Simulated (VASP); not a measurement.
A run of VASP 6.6.1:

File INCAR:

```
SYSTEM = Ti
  PREC = Accurate
  ENCUT = 520
  EDIFF = 1E-7
  ISMEAR = 0
  SIGMA = 0.15
  LREAL = .FALSE.
  LASPH = .TRUE.
  NELM = 100
  ALGO = Fast
  ISIF = 2
  LWAVE = .FALSE.
  LCHARG = .TRUE.
  GGA = PS
  LELF = .TRUE.
  LVHAR = .TRUE.
  NBANDS = 12
```

File KPOINTS:

```
Automatic mesh
0
G
  22 22 22
  0 0 0
```

POSCAR

```
Ti
1.0
   -1.5896847914      1.5896847914      1.7486532705
    1.5896847914     -1.5896847914      1.7486532705
    1.5896847914      1.5896847914     -1.7486532705
Ti
1
Direct
    0.0000000000      0.0000000000      0.0000000000
```

Potentials or basis: VASP PAW PBE potentials, release 64 (Ti_sv).

The run is started by

```bash
$ cat potpaw_PBE.64/Ti_sv/POTCAR > POTCAR
$ mpirun -np 1 vasp_std > vasp.out
```

Hardware: 1 thread of Intel(R) Xeon(R) Platinum 8488C (Sapphire Rapids) (shared host).

Problem. How long does it take, and how much memory?

Solution. Run time: 5 min on 1 thread of Intel(R) Xeon(R) Platinum 8488C (Sapphire Rapids) (shared host), peak memory 0.29 GiB. Counts: scf iterations 26, k points 834.
